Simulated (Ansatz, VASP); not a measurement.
# Two plane-wave programs on MgO

The input INCAR:

```
  PREC = Accurate
  ENCUT = 520
  EDIFF = 1E-6
  ISMEAR = 0
  SIGMA = 0.05
  LREAL = F
  LASPH = T
  NELM = 80
  ALGO = Normal
  ISIF = 2
  LWAVE = F
  LCHARG = T
  GGA = PS
  LELF = T
  LVHAR = T
  NBANDS = 11
```

The input KPOINTS:

```
regular mesh
0
Gamma
  10 10 10
```

The input POSCAR:

```
MgO
1.0
    0.0000000000      2.1351500000      2.1351500000
    2.1351500000      0.0000000000      2.1351500000
    2.1351500000      2.1351500000      0.0000000000
Mg O
1 1
Direct
    0.0000000000      0.0000000000      0.0000000000
    0.5234175585      0.5234175585      0.4765824415
```

Input for Ansatz:

```yaml
crystal:
  lattice:
    - [0.0, 2.13515, 2.13515]
    - [2.13515, 0.0, 2.13515]
    - [2.13515, 2.13515, 0.0]
  atoms:
    - { symbol: Mg, position: [0.0, 0.0, 0.0] }
    - { symbol: O, position: [0.5234175585, 0.5234175585, 0.4765824415] }
basis:
  ecutwfc: 420
kpoints:
  mp_grid: { grid: [10, 10, 10] }
hamiltonian:
  xc: pbesol
scf:
  occupations: { method: gaussian, width: 0.05 }
output:
  forces: true
  stress: true
  eigenvalues: true
```

Change from the starting cell: all O atoms moved -0.100 Å, as atom 2 towards its neighbour atom 1 (Mg) at 2.135 Å.

Alike in both runs: task single point; functional PBEsol; k mesh 10 × 10 × 10; occupations gaussian, width 0.05 eV; no spin polarisation.

```csv
,VASP,Ansatz
version,VASP 6.6.1,Ansatz 0.2.0
potentials or method,"VASP PAW PBE potentials, release 64 (Mg, O), cutoff 520 eV","scalar-relativistic, plane waves, PAW"
valence electrons in the cell,8,16
```

```csv
,VASP,Ansatz,Ansatz less VASP
gap on the k mesh at the Fermi level (eV),4.25,4.25,0.000
least direct gap on the mesh (eV),4.25,4.25,0.000
pressure (GPa),-5.4,-4.9,+0.47
"traceless stress, the component that is largest in VASP (GPa)",2.04,2.02,-0.022
rms of the force components (eV/Å),0.274,0.272,-0.0026
```

VASP's potentials were made for PBE, not for PBEsol. Atom by atom the forces differ by 0.003 eV/Å (rms over components). VASP's potentials hold 8 valence electrons a cell and Ansatz's 16, so a difference there can come from the potentials and not from the codes.
